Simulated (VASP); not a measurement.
Runs of VASP 6.6.1 on BW5. The structure is that of space group F-43m (No. 216), or close to it. The cells are those of the table. 

| task | cell | k mesh | cutoff (eV) | gap on the mesh (eV) | pressure (GPa) | relaxed volume (Å³/atom) | largest force (eV/Å) |
| --- | --- | --- | --- | --- | --- | --- | --- |
| single point | a = 5.004 Å, angles 60.0°, 6 atoms | 4 × 4 × 4 | 520 | none | 31.0 | - | 2.03 |
| single point | a = 5.177 Å, angles 60.0°, 6 atoms | 10 × 10 × 10 | 520 | none | (a) | - | 0.01 |
| single point | a = 5.175 Å, angles 60.0°, 6 atoms | 4 × 4 × 4 | 520 | none | 0.8 | - | 0.02 |
| relaxation of cell and atoms | relaxed from a = 5.004 Å, angles 60.0°, 6 atoms | 4 × 4 × 4 | 600 | none | 0.0 | 16.39 | 0.01 |
| relaxation of cell and atoms | relaxed from a = 5.175 Å, angles 60.0°, 6 atoms | 10 × 10 × 10 | 600 | none | 0.0 | (b) | - |

Alike in all rows: level PBE; potentials or basis VASP PAW PBE potentials, release 64 (B, W_sv); no spin polarisation; smearing gaussian 0.1 eV.

Question: Fill in the values left out.

Answer: (a) 0.7; (b) 16.40.

Caveats: some runs use coarse meshes; spin-orbit coupling is left out, which moves the levels of the heavy elements; forces of over 1 eV/Å act on the atoms, so gaps and moduli don't describe the material at rest (some runs).

A k mesh can miss the band edges, and the runs leave out spin-orbit coupling on W.

A gap of «none» marks levels without a gap at the run's occupations.
